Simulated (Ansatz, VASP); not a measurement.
One calculation of ScAlTlAs3, two programs

Contents of INCAR:

```
PREC     = Accurate       # precision mode
ENCUT    = 600            # plane-wave cutoff, eV
EDIFF    = 1E-6           # SCF threshold, eV
ISMEAR   = 0              # smearing method
SIGMA    = 0.1            # smearing width, eV
LREAL    = F              # projectors in reciprocal space
LASPH    = T              # aspherical terms in the spheres
NELM     = 60             # most SCF steps
ALGO     = Normal         # electronic algorithm
ISIF     = 3              # what is computed and relaxed
LWAVE    = F              # write WAVECAR
LCHARG   = F              # write CHGCAR
GGA      = PE             # functional
IBRION   = 2              # ionic algorithm
NSW      = 100            # ionic steps
EDIFFG   = -0.01          # ionic threshold
```

File KPOINTS:

```
regular mesh
0
Gamma
  6 6 10
```

Contents of POSCAR:

```
ScAlTlAs3
1.0
    6.5994140478      0.0000000000      0.0000000000
   -3.2997070239      5.7152602155      0.0000000000
    0.0000000000      0.0000000000      3.7309267078
Sc Al Tl As
1 1 1 3
Direct
    0.3333333333      0.6666666667      0.0000000000
    0.0000000000      0.0000000000      0.0000000000
    0.6666666667      0.3333333333      0.0000000000
    0.6801811545      0.8400905773      0.5000000000
    0.1599094227      0.8400905773      0.5000000000
    0.1599094227      0.3198188455      0.5000000000
```

Input for Ansatz:

```yaml
crystal:
  lattice:
    - [6.5994140478, 0.0, 0.0]
    - [-3.2997070239, 5.7152602155, 0.0]
    - [0.0, 0.0, 3.7309267078]
  atoms:
    - { symbol: Sc, position: [0.3333333333, 0.6666666667, 0.0] }
    - { symbol: Al, position: [0.0, 0.0, 0.0] }
    - { symbol: Tl, position: [0.6666666667, 0.3333333333, 0.0] }
    - { symbol: As, position: [0.6801811545, 0.8400905773, 0.5] }
    - { symbol: As, position: [0.1599094227, 0.8400905773, 0.5] }
    - { symbol: As, position: [0.1599094227, 0.3198188455, 0.5] }
basis:
  ecutwfc: 420
kpoints:
  mp_grid: { grid: [6, 6, 10] }
hamiltonian:
  xc: pbe
scf:
  occupations: { method: gaussian, width: 0.1 }
output:
  forces: true
  stress: true
  eigenvalues: true
relax:
  adjacent_minimum: "off"
  f_tol: 0.01
  max_steps: 80
  cell: { stress_tol: 0.05 }
```

Change from the starting cell: species swapped into the LaAlCuNi3 type (P-6m2, No. 187).

Alike in both runs: task relaxation of cell and atoms; functional PBE; k mesh 6 × 6 × 10; occupations gaussian, width 0.1 eV; no spin polarisation.

```csv
,VASP,Ansatz
version,VASP 6.6.1,Ansatz 0.2.0
potentials or method,"VASP PAW PBE potentials, release 64 (Sc_sv, Al, Tl_d, As), cutoff 600 eV","scalar-relativistic, plane waves, PAW"
valence electrons in the cell,42,72
```

Ansatz gave:

| Property | Result |
| --- | --- |
| gap on the k mesh at the Fermi level, each at its own relaxed structure (eV) | none |
| relaxed volume (Å³/atom) | 23.44 |
| relaxed cell length with the largest relative difference (Å) | 3.732 |

Question: Which values does VASP return?

Answer: gap on the k mesh at the Fermi level, each at its own relaxed structure (eV): none; relaxed volume (Å³/atom): 23.49; relaxed cell length with the largest relative difference (Å): 3.737.

A gap of «none» marks a metal or a gap that the smearing closes. VASP's potentials hold 42 valence electrons a cell and Ansatz's 72, so a difference there can come from the potentials and not from the codes.

Spin-orbit coupling is off throughout.
